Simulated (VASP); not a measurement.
# Cr (P6_3/mmc) in VASP: settings compared

The runs below take Cr through single point, with revPBE+D4, RPBE, BLYP.

All numbers are computed with VASP 6.6.1; they aren't measurements. Logs are shortened: lines on timing, memory, paths and dates and some standing lists are left out, and cuts for length are marked.

### 1 The cell of the first run

It takes space group P6_3/mmc (No. 194, hexagonal). Conventional cell: a = 2.464 Å, b = 2.464 Å, c = 4.416 Å, α = 90.00°, β = 90.00°, γ = 120.00°. Cr (site symmetry -6m2) has 12 Cr at 2.46 to 2.63 Å within 3.3 Å.

This isn't the form of Cr at room conditions, which is bcc.

### 2 Single point, revPBE+D4, collinear spin, ferromagnetic start

INCAR reads:

```
SYSTEM = Cr
PREC = Accurate
ENCUT = 520
EDIFF = 1E-7
ISMEAR = -1
SIGMA = 0.05
LREAL = .FALSE.
LASPH = .TRUE.
NELM = 150
ALGO = Normal
ISIF = 2
LWAVE = .FALSE.
LCHARG = .TRUE.
ISPIN = 2
MAGMOM = 3 3
LORBIT = 11
LMAXMIX = 4
GGA = RE
IVDW = 13
LELF = .TRUE.
LVHAR = .TRUE.
NBANDS = 23
```

KPOINTS reads:

```
regular mesh
0
G
  11 11 6
  0 0 0
```

POSCAR reads:

```
Cr
1.0
    2.4640402734      0.0000000000      0.0000000000
   -1.2320201367      2.1339214727      0.0000000000
    0.0000000000      0.0000000000      4.4156626738
Cr
2
Direct
    0.6666666667      0.3333333333      0.7500000000
    0.3333333333      0.6666666667      0.2500000000
```

Potentials or basis: VASP PAW PBE potentials, release 64 (Cr_pv).

Command:

```
> cat potpaw_PBE.64/Cr_pv/POTCAR > POTCAR
> mpirun -np 1 vasp_std > vasp.out
```

OUTCAR:

```text
SYSTEM = Cr
   PREC = Accurate
   ENCUT = 520
   EDIFF = 1E-7
   ISMEAR = -1
   LREAL = .FALSE.
   LASPH = .TRUE.
   NELM = 150
   ISIF = 2
   ISPIN = 2
   LORBIT = 11
   GGA = RE
   IVDW = 13

 ion  position               nearest neighbor table
   1  0.667  0.333  0.750-   2 2.63   2 2.63   2 2.63   2 2.63   2 2.63   2 2.63
   2  0.333  0.667  0.250-   1 2.63   1 2.63   1 2.63   1 2.63   1 2.63   1 2.63

  LATTYP: Found a hexagonal cell.
 ALAT       =     2.4640402734
 C/A-ratio  =     1.7920415999

  Lattice vectors:

 A1 = (   2.4640402734,   0.0000000000,   0.0000000000)
 A2 = (  -1.2320201367,   2.1339214727,   0.0000000000)
 A3 = (   0.0000000000,   0.0000000000,   4.4156626738)

Analysis of symmetry for initial positions (statically):
=====================================================================
 Subroutine PRICEL returns:
 Original cell was already a primitive cell.

 Routine SETGRP: Setting up the symmetry group for a
 hexagonal supercell.

 Subroutine GETGRP returns: Found 24 space group operations
 (whereof 12 operations were pure point group operations)
 out of a pool of 24 trial point group operations.

The static configuration has the point symmetry D_3d.
 The point group associated with its full space group is D_6h.

Analysis of symmetry for dynamics (positions and initial velocities):
=====================================================================
 Subroutine PRICEL returns:
 Original cell was already a primitive cell.

 Routine SETGRP: Setting up the symmetry group for a
 hexagonal supercell.

 Subroutine GETGRP returns: Found 24 space group operations
 (whereof 12 operations were pure point group operations)
 out of a pool of 24 trial point group operations.

The dynamic configuration has the point symmetry D_3d.
 The point group associated with its full space group is D_6h.

Analysis of structural, dynamic, and magnetic symmetry:
=====================================================================
 Subroutine PRICEL returns:
 Original cell was already a primitive cell.

 Routine SETGRP: Setting up the symmetry group for a
 hexagonal supercell.

 Subroutine GETGRP returns: Found 24 space group operations
 (whereof 12 operations were pure point group operations)
 out of a pool of 24 trial point group operations.

The overall configuration has the point symmetry D_3d.
 The point group associated with its full space group is D_6h.

 Subroutine INISYM returns: Found 24 space group operations
 (whereof 12 operations are pure point group operations),
 and found     1 'primitive' translations

----------------------------------------------------------------------------------------

                                     Primitive cell

  volume of cell :      23.2179

  direct lattice vectors                    reciprocal lattice vectors
     2.464040273  0.000000000  0.000000000     0.405837523  0.234310403  0.000000000
    -1.232020137  2.133921473  0.000000000     0.000000000  0.468620806  0.000000000
     0.000000000  0.000000000  4.415662674     0.000000000  0.000000000  0.226466575

  length of vectors
     2.464040273  2.464040273  4.415662674     0.468620806  0.468620806  0.226466575

  position of ions in fractional coordinates (direct lattice)
     0.666666667  0.333333333  0.750000000
     0.333333333  0.666666667  0.250000000

  ion indices of the primitive-cell ions
   primitive index   ion index
                 1           1
                 2           2

----------------------------------------------------------------------------------------

 KPOINTS: regular mesh

Automatic generation of k-mesh.
 Grid dimensions read from file:
 generate k-points for:   11   11    6

 Generating k-lattice:

  Cartesian coordinates                     Fractional coordinates (reciprocal lattice)
     0.036894320  0.021300946  0.000000000     0.090909091  0.000000000  0.000000000
     0.000000000  0.042601891  0.000000000     0.000000000  0.090909091  0.000000000
     0.000000000  0.000000000  0.037744429     0.000000000  0.000000000  0.166666667

  Length of vectors
     0.042601891  0.042601891  0.037744429

  Shift w.r.t. Gamma in fractional coordinates (k-lattice)
     0.000000000  0.000000000  0.000000000

 Subroutine IBZKPT returns following result:
 ===========================================

 Found     64 irreducible k-points:

 Following reciprocal coordinates:
            Coordinates               Weight
  0.000000  0.000000  0.000000      1.000000
  0.090909  0.000000  0.000000      6.000000
  0.181818 -0.000000  0.000000      6.000000
  0.272727  0.000000  0.000000      6.000000
  0.363636  0.000000  0.000000      6.000000
  0.454545 -0.000000  0.000000      6.000000
[... 16 lines left out ...]
  0.090909  0.090909  0.166667     12.000000
  0.181818  0.090909  0.166667     24.000000
 [... further k-points ...]
   k-points           NKPTS =     64   k-points in BZ     NKDIM =     64   number of bands    NBANDS=     23
   number of dos      NEDOS =    301   number of ions     NIONS =      2
   total plane-waves  NPLWV =  11664
   dimension x,y,z NGX =    18 NGY =   18 NGZ =   36
   dimension x,y,z NGXF=    36 NGYF=   36 NGZF=   72
   ions per type =               2
   NGX,Y,Z   is equivalent  to a cutoff of  12.14, 12.14, 13.55 a.u.
   NGXF,Y,Z  is equivalent  to a cutoff of  24.29, 24.29, 27.11 a.u.
 SYSTEM =  Cr
   PREC   = accura    normal or accurate (medium, high low for compatibility)
   ISTART =      0    job   : 0-new  1-cont  2-samecut
   ICHARG =      2    charge: 1-file 2-atom 10-const
   ISPIN  =      2    spin polarized calculation?
   LNONCOLLINEAR =      F non collinear calculations
   LSORBIT =      F    spin-orbit coupling
   LASPH  =      T    aspherical Exc in radial PAW
   ENCUT  =  520.0 eV  38.22 Ry    6.18 a.u.   4.58  4.58  8.21*2*pi/ulx,y,z
   NELM   =    150;   NELMIN=  2; NELMDL= -5     # of ELM steps
   EDIFF  = 0.1E-06   stopping-criterion for ELM
   LREAL  =      F    real-space projection
   EDIFFG = 0.1E-05   stopping-criterion for IOM
   NSW    =      0    number of steps for IOM
   IBRION =     -1    ionic relax: 0-MD 1-quasi-New 2-CG
   NFREE  =      0    steps in history (QN), initial steepest desc. (CG)
   ISIF   =      2    stress and relaxation
   ISYM   =      2    0-nonsym 1-usesym 2-fastsym
   POTIM  = 0.5000    time-step for ionic-motion
   TEBEG  =    0.0;   TEEND  =   0.0 temperature during run
   PSTRESS=    0.0 pullay stress
   NELECT =      24.0000    total number of electrons
   NUPDOWN=      -1.0000    fix difference up-down
   EMIN   =  10.00;   EMAX   =-10.00  energy-range for DOS
   EFERMI =   0.00;   METHOD = LEGACY
   ISMEAR =    -1;   SIGMA  =   0.05  broadening in eV -4-tet -1-fermi 0-gaus
   EFERMI_NEDOS =   21; number of points for ismear=-14 and -15
   IALGO  =     38    algorithm
   IMIX   =      4    mixing-type and parameters
     AMIX     =   0.40;   BMIX     =  1.00
     AMIX_MAG =   1.60;   BMIX_MAG =  1.00
  volume/ion in A,a.u.               =      11.61        78.34
  Fermi-wavevector in a.u.,A,eV,Ry     =   1.655279  3.128024 37.279263  2.739949
  Thomas-Fermi vector in A             =   2.743402
   LORBIT       =     11    0 simple, 1 ext, 2 COOP (PROOUT), +10 PAW based schemes
   GGA     = RE    functional components
   LHFCALC =     F    Hartree Fock is set to
   AEXX    =    0.0000 exact exchange contribution
   IVDW    =    13    specifies the selected vdW correction
   LEPSILON=     F    determine dielectric tensor
   LRPA    =     F    only Hartree local field effects (RPA)
 spin polarized calculation
  energy-cutoff  :      520.00
  volume of cell :       23.22
 maximum number of plane-waves:       647
   NGX =  9   NGY =  9   NGZ = 17

 number of electron      23.9999994 magnetization       0.0000757

 number of electron      23.9999994 magnetization      -0.0000007

 Free energy of the ion-electron system (eV)
  ---------------------------------------------------
  ext. energy  EPLUGINS =         0.00000000
  ---------------------------------------------------
  free energy    TOTEN  =       -17.39497923 eV

  energy without entropy =      -17.37365310  energy(sigma->0) =      -17.38431617

 E-fermi :  10.8336     XC(G=0): -13.5360

 val. band max:       10.8236097170   @ k =   0.3636   0.0000   0.1667
 cond. band min:      10.8390597074   @ k =   0.4545  -0.0000   0.1667
 fundamental gap:      0.0154499903
 Fermi energy:        10.8335930562

 spin component 1

 k-point     1 :       0.0000    0.0000    0.0000
  band No.  band energies     occupation
      1     -32.5092      1.00000
      2     -31.7918      1.00000
      3     -31.6142      1.00000
      4     -31.6142      1.00000
      5     -31.5466      1.00000
      6     -31.5466      1.00000
[... 15 lines left out ...]
     22      30.9524      0.00000
     23      31.1519      0.00000

 k-point     2 :       0.0909    0.0000    0.0000
  band No.  band energies     occupation
      1     -32.4850      1.00000
      2     -31.7940      1.00000
      3     -31.6878      1.00000
      4     -31.6340      1.00000
      5     -31.6214      1.00000
      6     -31.5600      1.00000
[... 15 lines left out ...]
     22      30.8431      0.00000
     23      31.3462      0.00000

 k-point     3 :       0.1818   -0.0000    0.0000
  band No.  band energies     occupation
      1     -32.4172      1.00000
      2     -31.8851      1.00000
      3     -31.8175      1.00000
      4     -31.8023      1.00000
      5     -31.6857      1.00000
      6     -31.5970      1.00000
[... 15 lines left out ...]
     22      28.6173      0.00000
     23      32.2197      0.00000
[... 495 lines left out ...]
 k-point    23 :       0.0909    0.0909    0.1667
  band No.  band energies     occupation
      1     -32.4005      1.00000
      2     -31.8641      1.00000
      3     -31.8036      1.00000
      4     -31.7505      1.00000
      5     -31.6566      1.00000
      6     -31.6000      1.00000
[... 15 lines left out ...]
     22      29.7527      0.00000
     23      31.1833      0.00000

 k-point    24 :       0.1818    0.0909    0.1667
  band No.  band energies     occupation
      1     -32.3327      1.00000
      2     -32.0208      1.00000
      3     -31.9918      1.00000
      4     -31.8290      1.00000
      5     -31.7253      1.00000
      6     -31.6571      1.00000
[... 15 lines left out ...]
     22      27.2286      0.00000
     23      29.4697      0.00000

 [... further k-points ...]

 spin component 2

 k-point     1 :       0.0000    0.0000    0.0000
  band No.  band energies     occupation
      1     -32.5092      1.00000
      2     -31.7918      1.00000
      3     -31.6142      1.00000
      4     -31.6142      1.00000
      5     -31.5466      1.00000
      6     -31.5466      1.00000
[... 15 lines left out ...]
     22      30.9524      0.00000
     23      31.1519      0.00000

 k-point     2 :       0.0909    0.0000    0.0000
  band No.  band energies     occupation
      1     -32.4850      1.00000
      2     -31.7940      1.00000
      3     -31.6878      1.00000
      4     -31.6340      1.00000
      5     -31.6214      1.00000
      6     -31.5600      1.00000
[... 15 lines left out ...]
     22      30.8431      0.00000
     23      31.3462      0.00000

 k-point     3 :       0.1818   -0.0000    0.0000
  band No.  band energies     occupation
      1     -32.4172      1.00000
      2     -31.8851      1.00000
      3     -31.8175      1.00000
      4     -31.8023      1.00000
      5     -31.6857      1.00000
      6     -31.5970      1.00000
[... 15 lines left out ...]
     22      28.6173      0.00000
     23      32.2197      0.00000
[... 495 lines left out ...]
 k-point    23 :       0.0909    0.0909    0.1667
  band No.  band energies     occupation
      1     -32.4005      1.00000
      2     -31.8641      1.00000
      3     -31.8036      1.00000
      4     -31.7505      1.00000
      5     -31.6566      1.00000
      6     -31.6000      1.00000
[... 15 lines left out ...]
     22      29.7527      0.00000
     23      31.1833      0.00000

 k-point    24 :       0.1818    0.0909    0.1667
  band No.  band energies     occupation
      1     -32.3327      1.00000
      2     -32.0208      1.00000
      3     -31.9918      1.00000
      4     -31.8290      1.00000
      5     -31.7253      1.00000
      6     -31.6571      1.00000
[... 15 lines left out ...]
     22      27.2286      0.00000
     23      29.4697      0.00000

 [... further k-points ...]

------------------------ aborting loop because EDIFF is reached ----------------------------------------

  DFT-D4 for vdW energy calculation

  Edisp (eV):   -1.50019

  FORCE on cell =-STRESS in cart. coord.  units (eV):
  Direction    XX          YY          ZZ          XY          YZ          ZX
  --------------------------------------------------------------------------------------
  -------------------------------------------------------------------------------------
  Total      -0.07056    -0.07056    -0.04710     0.00000     0.00000    -0.00000
  in kB      -4.86880    -4.86880    -3.25038     0.00000     0.00000    -0.00000
  external pressure =       -4.33 kB  Pullay stress =        0.00 kB

 VOLUME and BASIS-vectors are now :
 -----------------------------------------------------------------------------
  energy-cutoff  :      520.00
  volume of cell :       23.22
      direct lattice vectors                 reciprocal lattice vectors
     2.464040273  0.000000000  0.000000000     0.405837523  0.234310403  0.000000000
    -1.232020137  2.133921473  0.000000000     0.000000000  0.468620806  0.000000000
     0.000000000  0.000000000  4.415662674     0.000000000  0.000000000  0.226466575

 POSITION                                       TOTAL-FORCE (eV/Angst)
 -----------------------------------------------------------------------------------
      1.23202      0.71131      3.31175         0.000000      0.000000      0.000000
     -0.00000      1.42261      1.10392        -0.000000      0.000000      0.000000
 -----------------------------------------------------------------------------------
    total drift:                                0.000000     -0.000000      0.000000

  FREE ENERGIE OF THE ION-ELECTRON SYSTEM (eV)
  ---------------------------------------------------
  free  energy   TOTEN  =       -18.8951725239 eV

  energy  without entropy=      -18.8738463915  energy(sigma->0) =      -18.88450946

 total charge

# of ion       s       p       d       tot
------------------------------------------
    1        0.462   6.386   4.237  11.085
    2        0.462   6.386   4.237  11.085
--------------------------------------------------
tot          0.925  12.771   8.474  22.170

 magnetization (x)

# of ion       s       p       d       tot
------------------------------------------
    1        0.000   0.000  -0.000  -0.000
    2        0.000   0.000  -0.000  -0.000
--------------------------------------------------
tot          0.000   0.000  -0.000  -0.000
```

It took 32 s on 1 thread of Intel Xeon 6975P-C (Granite Rapids), shared host; peak memory 0.16 GiB.

What came out:

* Free energy: -18.8952 eV
* Pressure: -0.4 GPa
* Band gap on the k mesh: zero (filled and empty bands overlap)
* Net moment: 0.00 μB per cell
* Valence electrons inside the program's atomic spheres: Cr 11.09
* Dispersion energy per atom: -0.750 eV

Caveat: an empty level that is flat over the whole mesh can mark a ghost state of the potentials, or a narrow d or f band; the PAW data sets were made with another functional, which shifts forces and pressure a little.

(Continued in part 2 of 2.)
